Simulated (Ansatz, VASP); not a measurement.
**HgTe: VASP beside Ansatz**

```
Hg Te
1.0
     0.00000   -3.25589   -3.25589
     0.00000    3.25589   -3.25589
     6.51177    0.00000    0.00000
Hg Te
2 2
Cartesian
  3.2559 0.0000 -3.2559
  0.0000 0.0000 0.0000
  1.6279 1.6279 -1.6279
  4.8838 -1.6279 -1.6279
```

Alike in both runs: task single point; functional PBEsol; k mesh 8 × 8 × 6; occupations gaussian, width 0.15 eV; no spin polarisation.

```csv
,VASP,Ansatz
version,VASP 6.6.1,Ansatz 0.2.0
potentials or method,"VASP PAW PBE potentials, release 64 (Hg, Te), cutoff 520 eV","scalar-relativistic, plane waves, PAW"
valence electrons in the cell,36,72
```

```tsv
	VASP	Ansatz	Ansatz less VASP
gap on the k mesh at the Fermi level (eV)	none	none	-
pressure (GPa)	0.1	0.0	-0.10
```

VASP's potentials were made for PBE, not for PBEsol. A gap of «none» marks a metal or a gap that the smearing closes. The functional is the same, so the differences come from potentials, cutoffs and numerics. VASP's potentials hold 36 valence electrons a cell and Ansatz's 72, so a difference there can come from the potentials and not from the codes.

Neither program's run includes spin-orbit coupling.
